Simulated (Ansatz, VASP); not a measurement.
One calculation of K, two programs

The input INCAR:

```
SYSTEM = K
ALGO = Fast ; EDIFF = 1E-6
ENCUT = 520 ; GGA = PE
ISIF = 2 ; ISMEAR = 0
LASPH = .TRUE. ; LCHARG = .FALSE.
LREAL = .FALSE. ; LWAVE = .FALSE.
NBANDS = 10 ; NELM = 100
PREC = Accurate ; SIGMA = 0.15
```

Contents of KPOINTS:

```
k-points
0
G
  14 14 14
  0 0 0
```

The input POSCAR:

```
K
1.0
   -2.6180000000      2.5918200000      2.6180000000
    2.6180000000     -2.5918200000      2.6180000000
    2.6180000000      2.5918200000     -2.6180000000
K
1
Direct
    0.0000000000      0.0000000000      0.0000000000
```

Input for Ansatz:

```yaml
crystal:
  lattice:
    - [-2.618, 2.59182, 2.618]
    - [2.618, -2.59182, 2.618]
    - [2.618, 2.59182, -2.618]
  atoms:
    - { symbol: K, position: [0.0, 0.0, 0.0] }
basis:
  ecutwfc: 420
kpoints:
  mp_grid: { grid: [14, 14, 14] }
hamiltonian:
  xc: pbe
scf:
  occupations: { method: gaussian, width: 0.15 }
output:
  forces: true
  stress: true
  eigenvalues: true
```

Change from the starting cell: strain -0.0100 x Voigt [0, 1, 0, 0, 0, 0], atoms carried along.

Alike in both runs: task single point; functional PBE; k mesh 14 × 14 × 14; occupations gaussian, width 0.15 eV; no spin polarisation.

```csv
,VASP,Ansatz
version,VASP 6.6.1,Ansatz 0.2.0
potentials or method,"VASP PAW PBE potentials, release 64 (K_sv), cutoff 520 eV","scalar-relativistic, plane waves, PAW"
valence electrons in the cell,9,9
```

|  | VASP | Ansatz | Ansatz less VASP |
| --- | --- | --- | --- |
| gap on the k mesh at the Fermi level (eV) | none | none | - |
| pressure (GPa) | 0.1 | 0.1 | 0.00 |

A gap of «none» marks a metal or a gap that the smearing closes. With one functional, cell and mesh, what is left measures potentials, basis and numerics.
